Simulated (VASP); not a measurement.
Here is a VASP 6.6.1 calculation.

INCAR

```
ALGO = Normal
EDIFF = 1E-7
ENCUT = 520
GGA = PS
ISIF = 2
ISMEAR = -1
ISYM = 0
LASPH = True
LCHARG = False
LREAL = Auto
LWAVE = False
NBANDS = 200
NELECT = 322.0
NELM = 100
PREC = Accurate
SIGMA = 0.05
```

Contents of KPOINTS:

```
Automatic mesh
0
Gamma
  1 1 1
  0.25 0.25 0.25
```

The input POSCAR:

```
Li31F33
1.0
    8.0151850000      0.0000000000      0.0000000000
    0.0000000000      8.0151850000      0.0000000000
    0.0000000000      0.0000000000      8.0151850000
F Li
33 31
Direct
    0.2506990000      0.0001860000      0.9999050000
    0.2513080000      0.0010540000      0.4996960000
    0.2507540000      0.4999950000      0.0007540000
    0.2374240000      0.5020730000      0.5018150000
    0.7489460000      0.0004550000      0.0002120000
    0.7482220000      0.9998820000      0.5005880000
    0.7490540000      0.5009070000      0.9993780000
    0.7615530000      0.4994270000      0.4987740000
    0.9996470000      0.2511330000      0.9999250000
    0.9999950000      0.2521260000      0.4996930000
    0.0000780000      0.7495350000      0.0001920000
    0.9991200000      0.7493450000      0.5005560000
    0.4993950000      0.2514070000      0.0006620000
    0.5010520000      0.2387760000      0.5012060000
    0.5003810000      0.7495280000      0.9993960000
    0.4981100000      0.7622140000      0.4985930000
    0.9996600000      0.0002550000      0.2510270000
    0.9999790000      0.0004480000      0.7490710000
    0.0002880000      0.5000810000      0.2518470000
    0.9990600000      0.5009620000      0.7486190000
    0.4993970000      0.0007660000      0.2517960000
    0.5002760000      0.0001180000      0.7484000000
    0.5013930000      0.5020750000      0.2359260000
    0.4982750000      0.4991060000      0.7638390000
    0.4995730000      0.5003980000      0.4999630000
    0.2513260000      0.2519570000      0.2517720000
    0.2510710000      0.2517580000      0.7482620000
    0.2510960000      0.7486720000      0.2513750000
    0.2514710000      0.7492410000      0.7487550000
    0.7481100000      0.2516600000      0.2514860000
    0.7485640000      0.2520850000      0.7487710000
    0.7486310000      0.7492420000      0.2517270000
    0.7482290000      0.7489460000      0.7485410000
    0.9997940000      0.0003780000      0.0001370000
    0.9999240000      0.0005240000      0.4999870000
    0.9998920000      0.5003630000      0.0003390000
    0.9996980000      0.5007620000      0.4999790000
    0.4998940000      0.0002890000      0.9999110000
    0.4995160000      0.0005780000      0.5002940000
    0.4997350000      0.5006680000      0.0002120000
    0.2475670000      0.2482130000      0.9986410000
    0.2486880000      0.2495240000      0.5018570000
    0.2476400000      0.7526150000      0.9999290000
    0.2475270000      0.7526550000      0.5001630000
    0.7519270000      0.2482680000      0.0001680000
    0.7516020000      0.2484330000      0.5000910000
    0.7520690000      0.7525330000      0.0012970000
    0.7507580000      0.7516020000      0.4984260000
    0.2478430000      0.9992110000      0.2480420000
    0.2476710000      0.0005720000      0.7520760000
    0.2493200000      0.5020610000      0.2490180000
    0.2478920000      0.5005030000      0.7524130000
    0.7517330000      0.0004800000      0.2479360000
    0.7519520000      0.0016530000      0.7523400000
    0.7513610000      0.5004070000      0.2476030000
    0.7503790000      0.4988360000      0.7514430000
    0.9981460000      0.2482490000      0.2480370000
    0.9998600000      0.2484640000      0.7521190000
    0.9996630000      0.7526220000      0.2477280000
    0.0012370000      0.7524680000      0.7523940000
    0.5016420000      0.2499970000      0.2489980000
    0.4995800000      0.2489490000      0.7521590000
    0.4998810000      0.7519600000      0.2474870000
    0.4978060000      0.7511500000      0.7516600000
```

Potentials or basis: VASP PAW PBE potentials, release 64 (F, Li_sv).

Launch:

```sh
$ cat potpaw_PBE.64/F/POTCAR potpaw_PBE.64/Li_sv/POTCAR > POTCAR
$ mpirun -np 1 vasp_std > vasp.out
```

Question: Predict the largest force.

Answer: 0.081 eV/Å.

Forces in eV/Å, atoms in the order of the input:
```
F   -0.027  0.003 -0.003
F   -0.033 -0.020  0.020
F   -0.025  0.021 -0.021
F    0.002 -0.027 -0.028
F    0.028  0.009  0.004
F    0.026  0.027 -0.026
F    0.023 -0.023  0.029
F    0.009  0.013  0.016
F   -0.003 -0.023  0.000
F   -0.013 -0.037  0.023
F   -0.001  0.032  0.004
F    0.022  0.020 -0.021
F    0.022 -0.029 -0.024
F   -0.018 -0.012 -0.014
F   -0.024  0.026  0.019
F    0.028  0.005  0.024
F   -0.004  0.003 -0.027
F    0.003  0.012  0.029
F   -0.023  0.020 -0.038
F    0.029 -0.023  0.028
F    0.021 -0.014 -0.033
F   -0.027  0.017  0.029
F   -0.026 -0.032  0.004
F    0.022  0.020  0.013
F   -0.002  0.016  0.003
F   -0.002 -0.002 -0.006
F   -0.025 -0.025  0.040
F   -0.024  0.037 -0.023
F   -0.036  0.023  0.027
F    0.035 -0.023 -0.028
F    0.019 -0.036  0.022
F    0.020  0.021 -0.039
F    0.000  0.001  0.003
Li   0.000  0.003 -0.001
Li  -0.007  0.002  0.003
Li  -0.002  0.002 -0.001
Li  -0.010  0.001  0.001
Li  -0.003  0.008  0.003
Li   0.004 -0.003 -0.002
Li  -0.001 -0.003 -0.012
Li   0.040  0.037  0.060
Li  -0.008  0.002 -0.055
Li   0.039 -0.040  0.006
Li   0.009 -0.011 -0.004
Li  -0.036  0.035 -0.006
Li   0.003  0.006  0.004
Li  -0.037 -0.036 -0.054
Li   0.000  0.003  0.051
Li   0.034  0.051  0.032
Li   0.038 -0.004 -0.034
Li  -0.004 -0.048 -0.001
Li   0.010 -0.001 -0.010
Li  -0.035 -0.003  0.038
Li  -0.038 -0.051 -0.042
Li  -0.001  0.005  0.013
Li   0.001  0.049 -0.001
Li   0.061  0.039  0.036
Li  -0.007  0.034 -0.035
Li   0.005 -0.041  0.044
Li  -0.058 -0.034 -0.040
Li  -0.056 -0.003 -0.010
Li   0.005  0.005  0.003
Li  -0.002 -0.003  0.016
Li   0.060 -0.001 -0.012
```

Caveat: the cell carries a net charge on a neutralising background, which shifts energy and pressure; the PAW data sets were made with another functional, which shifts forces and pressure a little.
